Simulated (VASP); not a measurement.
Wanted: the native input for a VASP 6.6.1 run.

```yaml
Task: single point
Functional: PBE
Potentials_or_basis: VASP PAW PBE potentials, release 64 (Te, Pb_d)
Cutoff: 520 eV
k_mesh: 6 × 6 × 6
Occupations: gaussian, width 0.01 eV
Spin: no spin polarisation
Dipole_correction: no
Further_INCAR_settings: ALGO = Normal; EDIFF = 1e-06; NBANDS = 17
```

The structure of TePb lies in POSCAR:

```
TePb
1.0
    0.0000000000      3.2523979746      3.2523979746
    3.2523979746      0.0000000000      3.2523979746
    3.2523979746      3.2523979746      0.0000000000
Te Pb
1 1
Direct
    0.5000000000      0.5000000000      0.5000000000
    0.0000000000      0.0000000000      0.0000000000
```

These files were run (other wordings do the same):

INCAR

```
  ALGO = Normal
  EDIFF = 1E-6
  ENCUT = 520
  GGA = PE
  ISIF = 2
  ISMEAR = 0
  LASPH = T
  LCHARG = F
  LREAL = F
  LWAVE = F
  NBANDS = 17
  NELM = 100
  PREC = Accurate
  SIGMA = 0.01
```

KPOINTS

```
k-points
0
Gamma
  6 6 6
```

Potentials or basis: VASP PAW PBE potentials, release 64 (Te, Pb_d).

Run with:

```console
$ cat potpaw_PBE.64/Te/POTCAR potpaw_PBE.64/Pb_d/POTCAR > POTCAR
$ mpirun -np 1 vasp_std > vasp.out
```

Results of the run:

The pressure is 1.2 GPa and the band gap on the k mesh is 0.78 eV, direct.

Caveat: spin-orbit coupling is left out, which moves the levels of the heavy elements.

Run time: 12 s on 1 thread of Intel(R) Xeon(R) 6975P-C (Granite Rapids) (shared host), peak memory 0.2 GiB.
